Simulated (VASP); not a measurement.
# CdS (F-43m) in VASP: settings compared, part 2 of 2

VASP 6.6.1.

**3. Single point, r2SCAN-based global hybrid with 35 % exact exchange**

Input file POSCAR:

```
CdS
1.0
    0.0000000000      2.9165000000      2.9165000000
    2.9165000000      0.0000000000      2.9165000000
    2.9165000000      2.9165000000      0.0000000000
Cd S
1 1
Direct
    0.0000000000      0.0000000000      0.0000000000
    0.7500000000      0.7500000000      0.7500000000
```

Input file INCAR.step1:

```
ALGO     = Normal         # electronic algorithm
EDIFF    = 1E-5           # SCF threshold, eV
ENCUT    = 520            # plane-wave cutoff, eV
GGA      = PE             # functional
ISIF     = 2              # what is computed and relaxed
ISMEAR   = -1             # smearing method
LASPH    = T              # aspherical terms in the spheres
LREAL    = F              # projectors in reciprocal space
LWAVE    = T              # write WAVECAR
NBANDS   = 16             # bands
NELM     = 100            # most SCF steps
PREC     = Accurate       # precision mode
SIGMA    = 0.05           # smearing width, eV
```

Input file INCAR.step2:

```
AEXX     = 0.35           # exact-exchange fraction
ALGO     = Normal         # electronic algorithm
EDIFF    = 1E-7           # SCF threshold, eV
ENCUT    = 520            # plane-wave cutoff, eV
ISIF     = 2              # what is computed and relaxed
ISMEAR   = -1             # smearing method
ISTART   = 1            
LASPH    = T              # aspherical terms in the spheres
LCHARG   = T              # write CHGCAR
LELF     = T              # ELF
LHFCALC  = T              # exact exchange
LMIXTAU  = T            
LREAL    = F              # projectors in reciprocal space
LVHAR    = T            
LWAVE    = F              # write WAVECAR
METAGGA  = R2SCAN         # meta-GGA
NBANDS   = 16             # bands
NELM     = 100            # most SCF steps
PREC     = Accurate       # precision mode
PRECFOCK = Normal       
SIGMA    = 0.05           # smearing width, eV
```

Input file KPOINTS:

```
k-points
0
Gamma
  5 5 5
```

Potentials or basis: VASP PAW PBE potentials, release 64 (Cd, S).

The run is started by

```console
cat potpaw_PBE.64/Cd/POTCAR potpaw_PBE.64/S/POTCAR > POTCAR
cp INCAR.step1 INCAR
mpirun -np 1 vasp_std > vasp.out
cp INCAR.step2 INCAR
mpirun -np 1 vasp_std > vasp.out
```

OUTCAR:

```text
AEXX = 0.35
   EDIFF = 1E-7
   ENCUT = 520
   ISIF = 2
   ISMEAR = -1
   ISTART = 1
   LASPH = T
   LHFCALC = T
   LREAL = F
   METAGGA = R2SCAN
   NELM = 100
   PREC = Accurate
   PRECFOCK = Normal

 ion  position               nearest neighbor table
   1  0.000  0.000  0.000-   2 2.53   2 2.53   2 2.53   2 2.53
   2  0.750  0.750  0.750-   1 2.53   1 2.53   1 2.53   1 2.53

  LATTYP: Found a face centered cubic cell.
 ALAT       =     5.8330000000

  Lattice vectors:

 A1 = (   0.0000000000,   2.9165000000,   2.9165000000)
 A2 = (   2.9165000000,   0.0000000000,   2.9165000000)
 A3 = (   2.9165000000,   2.9165000000,   0.0000000000)

Analysis of symmetry for initial positions (statically):
=====================================================================
 Subroutine PRICEL returns:
 Original cell was already a primitive cell.

 Routine SETGRP: Setting up the symmetry group for a
 face centered cubic supercell.

 Subroutine GETGRP returns: Found 24 space group operations
 (whereof 24 operations were pure point group operations)
 out of a pool of 48 trial point group operations.

The static configuration has the point symmetry T_d .

[... 151 lines left out ...]

 E-fermi :   0.7753     XC(G=0):  -6.7467

 val. band max:       -0.2569330831   @ k =   0.0000   0.0000   0.0000
 cond. band min:       3.4846810659   @ k =   0.0000   0.0000   0.0000
 fundamental gap:      3.7416141490
 Fermi energy:         0.7753159118

 k-point     1 :       0.0000    0.0000    0.0000
  band No.  band energies     occupation
      1     -14.5943      2.00000
      2      -9.7793      2.00000
      3      -9.7793      2.00000
      4      -9.7793      2.00000
      5      -9.2801      2.00000
      6      -9.2801      2.00000
[... 167 lines left out ...]
      3      -9.5381      2.00000
      4      -9.3504      2.00000
      5      -9.2522      2.00000
      6      -8.6892      2.00000
[... 8 lines left out ...]
     15      15.3809      0.00000
     16      17.1730      0.00000

------------------------ aborting loop because EDIFF is reached ----------------------------------------

  FORCE on cell =-STRESS in cart. coord.  units (eV):
  Direction    XX          YY          ZZ          XY          YZ          ZX
  --------------------------------------------------------------------------------------
  -------------------------------------------------------------------------------------
  Total        0.2916626      0.2916626      0.2916626      0.0000000      0.0000000      0.0000000
  in kB        9.4183621      9.4183621      9.4183621      0.0000000      0.0000000      0.0000000
  external PRESSURE =       9.4183621 kB  Pullay stress =       0.0000000 kB

 VOLUME and BASIS-vectors are now :
 -----------------------------------------------------------------------------
  energy-cutoff  :      520.00
  volume of cell :       49.62
      direct lattice vectors                 reciprocal lattice vectors
     0.000000000  2.916500000  2.916500000    -0.171438368  0.171438368  0.171438368
     2.916500000  0.000000000  2.916500000     0.171438368 -0.171438368  0.171438368
     2.916500000  2.916500000  0.000000000     0.171438368  0.171438368 -0.171438368

 POSITION                                       TOTAL-FORCE (eV/Angst)
 -----------------------------------------------------------------------------------
      0.00000      0.00000      0.00000         0.000000      0.000000      0.000000
      4.37475      4.37475      4.37475        -0.000000     -0.000000     -0.000000
 -----------------------------------------------------------------------------------
    total drift:                               -0.000002     -0.000004     -0.000001

  FREE ENERGIE OF THE ION-ELECTRON SYSTEM (eV)
  ---------------------------------------------------
  free  energy   TOTEN  =       -24.4347827490 eV

  energy  without entropy=      -24.4347827490  energy(sigma->0) =      -24.43478275
```

It took 13 min on 1 thread of Intel Xeon Platinum 8488C (Sapphire Rapids), shared host; peak memory 0.2 GiB.

What came out:

```
Free energy            : -24.4348 eV
Pressure               : 0.9 GPa
Band gap on the k mesh : 3.74 eV
```

Levels at points of the mesh, in eV from the valence-band top:
| k point | band 7 | band 8 | band 9 | band 10 | band 11 | band 12 |
| --- | --- | --- | --- | --- | --- | --- |
| (0.00, 0.00, 0.00) | 0.00 | 0.00 | 0.00 | 3.74 | 9.48 | 9.48 |

Caveat: the PAW data sets were made with another functional, which shifts forces and pressure a little.

**4. Single point, PBE, non-collinear spin, zero start, spin-orbit coupling**

This run uses another cell than the first one, of 24.31 Å³/atom.

Input file INCAR:

```
SYSTEM = CdS
ALGO = Normal
EDIFF = 1E-7
ENCUT = 520
GGA = PE
GGA_COMPAT = .False.
ISIF = 2
ISMEAR = -1
LASPH = .True.
LCHARG = .False.
LORBIT = 11
LORBMOM = .True.
LREAL = .False.
LSORBIT = .True.
LWAVE = .False.
MAGMOM = 0 0 0 0 0 0
NBANDS = 30
NELM = 150
PREC = Accurate
SIGMA = 0.05
```

Input file KPOINTS:

```
k-points
0
Gamma
  8 8 8
  0 0 0
```

Input file POSCAR:

```
CdS
1.0
    0.0000000000      2.8969255847      2.8969255847
    2.8969255847      0.0000000000      2.8969255847
    2.8969255847      2.8969255847      0.0000000000
Cd S
1 1
Direct
    0.0000000000      0.0000000000      0.0000000000
    0.7500000000      0.7500000000      0.7500000000
```

The run is started by

```console
cat potpaw_PBE.64/Cd/POTCAR potpaw_PBE.64/S/POTCAR > POTCAR
mpirun -np 1 vasp_ncl > vasp.out
```

Run time: 68 s. Hardware: 1 thread of AMD EPYC 9R45 (Zen 5), shared host; peak memory 0.29 GiB.

Results (log left out):

| Item | Value |
| --- | --- |
| Free energy | -6.1266 eV |
| Pressure | 4.6 GPa |
| Net moment | 0.00 μB per cell |
| Valence electrons inside the program's atomic spheres | Cd 10.34; S 3.73 |

Moments on the atoms (μB; x, y, z):
```
Cd  0.00 0.00 0.00
S   0.00 0.00 0.00
```

Caveat: the cell stands under pressure.

**5. Single point, PBE, non-collinear spin, zero start, spin-orbit coupling**

Input file INCAR:

```
SYSTEM = CdS
PREC = Accurate ; ENCUT = 520
EDIFF = 1E-6 ; ISMEAR = -1
SIGMA = 0.05 ; LREAL = .FALSE.
LASPH = .TRUE. ; NELM = 150
ALGO = Normal ; ISIF = 2
LWAVE = .FALSE. ; LCHARG = .FALSE.
MAGMOM = 0 0 0 0 0 0 ; LORBIT = 11
LSORBIT = .TRUE. ; GGA_COMPAT = .FALSE.
LORBMOM = .TRUE. ; GGA = PE
NBANDS = 30
```

Input file KPOINTS:

```
regular mesh
0
G
  8 8 8
  0 0 0
```

Input file POSCAR:

```
CdS
1.0
    0.0000000000      2.9165000000      2.9165000000
    2.9165000000      0.0000000000      2.9165000000
    2.9165000000      2.9165000000      0.0000000000
Cd S
1 1
Direct
    0.0000000000      0.0000000000      0.0000000000
    0.7500000000      0.7500000000      0.7500000000
```

The run is started by

```console
cat potpaw_PBE.64/Cd/POTCAR potpaw_PBE.64/S/POTCAR > POTCAR
mpirun -np 1 vasp_ncl > vasp.out
```

Run time: 60 s. Hardware: 1 thread of AMD EPYC 9R45 (Zen 5), shared host; peak memory 0.32 GiB.

Results (log left out):

```yaml
Free_energy: -6.1507 eV
Pressure: 3.2 GPa
Net_moment: 0.00 μB per cell
Valence_electrons_inside_the_program's_atomic_spheres: Cd 10.32; S 3.73
```

Moments on the atoms (μB; x, y, z):
```
Cd  0.00 0.00 0.00
S   0.00 0.00 0.00
```

Caveat: the cell stands under pressure.

**6. Single point, PBE, non-collinear spin, zero start, spin-orbit coupling**

This run uses another cell than the first one, of 25.30 Å³/atom.

Input file INCAR:

```
SYSTEM = CdS
  PREC = Accurate
  ENCUT = 520
  EDIFF = 1E-6
  ISMEAR = -1
  SIGMA = 0.05
  LREAL = .False.
  LASPH = .True.
  NELM = 150
  ALGO = Normal
  ISIF = 2
  LWAVE = .False.
  LCHARG = .True.
  LNONCOLLINEAR = .True.
  MAGMOM = 0 0 0 0 0 0
  LORBIT = 11
  LSORBIT = .True.
  GGA_COMPAT = .False.
  LORBMOM = .True.
  GGA = PE
  LVHAR = .True.
  NBANDS = 30
```

Input file KPOINTS:

```
Automatic mesh
0
Gamma
  8 8 8
  0 0 0
```

Input file POSCAR:

```
CdS
1.0
    0.0000000000      2.9358151324      2.9358151324
    2.9358151324      0.0000000000      2.9358151324
    2.9358151324      2.9358151324      0.0000000000
Cd S
1 1
Direct
    0.0000000000      0.0000000000      0.0000000000
    0.7500000000      0.7500000000      0.7500000000
```

Potentials or basis: VASP PAW PBE potentials, release 64 (Cd, S).

The run is started by

```console
cat potpaw_PBE.64/Cd/POTCAR potpaw_PBE.64/S/POTCAR > POTCAR
mpirun -np 1 vasp_ncl > vasp.out
```

Run time: 68 s. Hardware: 1 thread of AMD EPYC 9R45 (Zen 5), shared host; peak memory 0.32 GiB.

It converged, with:

```
Free energy                                           : -6.1665 eV
Pressure                                              : 1.9 GPa
Net moment                                            : 0.00 μB per cell
Valence electrons inside the program's atomic spheres : Cd 10.30; S 3.72
```

Moments on the atoms (μB; x, y, z):
```
Cd  0.00 0.00 0.00
S   0.00 0.00 0.00
```

**7. The runs side by side**

```csv
level,spin,cell,k mesh,grid for exact exchange (PRECFOCK),share of exact exchange,gap on the mesh (eV),pressure (GPa),moment (μB)
r2SCAN-based global hybrid with 25 % exact exchange,off,"a = 4.125 Å, angles 60.0°, 2 atoms",5 × 5 × 5,Normal,0.25,3.11,1.1,-
r2SCAN-based global hybrid with 35 % exact exchange,off,"a = 4.125 Å, angles 60.0°, 2 atoms",5 × 5 × 5,Normal,0.35,3.74,0.9,-
PBE,"non-collinear, zero start, SOC","a = 4.097 Å, angles 60.0°, 2 atoms",8 × 8 × 8,-,-,-,4.6,0.00
PBE,"non-collinear, zero start, SOC","a = 4.125 Å, angles 60.0°, 2 atoms",8 × 8 × 8,-,-,-,3.2,0.00
PBE,"non-collinear, zero start, SOC","a = 4.152 Å, angles 60.0°, 2 atoms",8 × 8 × 8,-,-,-,1.9,0.00
```

Alike in all rows: task single point; potentials or basis VASP PAW PBE potentials, release 64 (Cd, S); cutoff (eV) 520; smearing fermi-dirac 0.05 eV.

The pressure there spans 0.9 GPa (r2SCAN-based global hybrid with 35 % exact exchange) to 3.2 GPa (PBE); a positive pressure means that this level wants a larger cell, a negative one a smaller.

Caveats: the PAW data sets were made with another functional, which shifts forces and pressure a little (at least some runs); the cell stands under pressure (at least some runs).

Absolute energies hang on the potentials; compare differences alone.
